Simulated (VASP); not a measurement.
Si2Ni, 3 atoms in the cell. Symmetry: Fm-3m, No. 225, cubic system. Conventional cell: a = 5.406 Å, b = 5.406 Å, c = 5.406 Å, α = 90.00°, β = 90.00°, γ = 90.00°. Ni (site symmetry m-3m) has 8 Si at 2.34 Å within 3.1 Å. Si (site symmetry -43m) has 4 Ni at 2.34 Å and 6 Si at 2.70 Å within 3.1 Å. 

```yaml
Program: VASP 6.6.1
Task: single point
Functional: PBEsol
Potentials_or_basis: VASP PAW PBE potentials, release 64 (Ni, Si)
Cutoff: 520 eV
k_mesh: 9 × 9 × 9
Occupations: fermi-dirac, width 0.05 eV
Spin: collinear spin, ferromagnetic start
Starting_moments: "[1.0, 0.0, 0.0] μB"
Hubbard_terms: Ni d U = 5.0 eV
Dipole_correction: no
Further_INCAR_settings: ALGO = Normal; EDIFF = 1e-07; NBANDS = 20
```

Potentials or basis: VASP PAW PBE potentials, release 64 (Ni, Si).

Run with:

```console
$ cat potpaw_PBE.64/Ni/POTCAR potpaw_PBE.64/Si/POTCAR > POTCAR
$ mpirun -np 1 vasp_std > vasp.out
```

Hardware: 1 thread of Intel Xeon 8259CL, on a shared host.

Problem. How long does it take, and how much memory?

Solution. Wall time 110 s on 1 thread of Intel Xeon 8259CL, on a shared host, peak memory 0.19 GiB. Counts: scf iterations 16, k points 35.
